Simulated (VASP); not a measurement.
## LiCoAs: single point with LDA

LiCoAs:

```xyz
6
Lattice="3.6579 0.0000 0.0000 0.0000 3.6579 0.0000 0.0000 0.0000 6.0389" Properties=species:S:1:pos:R:3 pbc="T T T"
Li    0.0000    1.8289    4.0511
Li    1.8289    0.0000    1.9878
Co    1.8289    1.8289    0.0000
Co    0.0000    0.0000    0.0000
As    1.8289    0.0000    4.6629
As    0.0000    1.8289    1.3760
```

```
Program             : VASP 6.6.1
Task                : single point
Functional          : LDA
Potentials or basis : VASP PAW LDA potentials, release 64 (Li_sv, Co, As)
Cutoff              : 520 eV
k mesh              : 8 × 8 × 5
Occupations         : fermi-dirac, width 0.05 eV
Spin                : no spin polarisation
```

```yaml
Largest_force: 0.196 eV/Å
Band_gap_on_the_k_mesh: zero (bands 17 and 18 overlap by 1.95 eV)
```

Forces in eV/Å, atoms in the order of the input:
```
Li   0.000  0.000 -0.026
Li   0.000  0.000  0.026
Co   0.000  0.000  0.000
Co   0.000  0.000  0.000
As   0.000  0.000 -0.196
As   0.000  0.000  0.196
```

Levels at points of the mesh, in eV from the Fermi level:
| k point | band 14 | band 15 | band 16 | band 17 | band 18 | band 19 | band 20 | band 21 |
| --- | --- | --- | --- | --- | --- | --- | --- | --- |
| (0.00, 0.00, 0.00) | -0.78 | -0.78 | -0.69 | -0.09 | 1.34 | 2.64 | 2.64 | 3.57 |
| (0.50, 0.00, 0.00) | -1.76 | -1.57 | -1.57 | -0.09 | -0.09 | 1.66 | 1.66 | 4.73 |
| (0.50, 0.50, 0.00) | -2.75 | -1.37 | -1.37 | -1.11 | -1.11 | 0.03 | 0.03 | 3.24 |

Run time: 110 s on 1 thread of Intel Xeon 8259CL, on a shared host, peak memory 0.22 GiB.

Caveat: the run has no spin polarisation, though such a crystal can be magnetic. Spin polarisation is off, so any magnetic state and its effect on volume and gap are missing.
